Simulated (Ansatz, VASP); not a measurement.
Two plane-wave programs on Co2Si

```
CELL_PARAMETERS angstrom
2.63942 0.00000 0.00000
0.00000 2.63942 0.00000
0.00000 0.00000 5.03952
ATOMIC_POSITIONS crystal
Co 0.00000 0.00000 0.77572
Co 0.00000 0.00000 0.22428
Si 0.50000 0.50000 0.50000
```

Alike in both runs: functional PBE; k mesh 6 × 6 × 4; occupations gaussian, width 0.1 eV; collinear spin.

Ansatz relaxed the structure, and its values are those at the end. VASP's run is a single point on that final structure, the one shown.

|  | VASP | Ansatz |
| --- | --- | --- |
| version | VASP 6.6.1 | Ansatz 0.2.0 |
| potentials or method | VASP PAW PBE potentials, release 64 (Co_sv, Si), cutoff 600 eV | scalar-relativistic, plane waves, PAW |
| valence electrons in the cell | 38 | 38 |

|  | VASP | Ansatz | Ansatz less VASP |
| --- | --- | --- | --- |
| gap on the k mesh at the Fermi level (eV) | none | none | - |
| pressure (GPa) | -2.4 | -0.2 | +2.18 |
| rms of the force components (eV/Å) | 0.007 | 0.001 | -0.0064 |
| net moment per atom (μB) | 0.21 | 0.21 | 0.000 |

A gap of «none» marks a metal or a gap that the smearing closes. The functional is the same, so the differences come from potentials, cutoffs and numerics.

The k mesh is coarse, so the values compare programs but aren't converged.
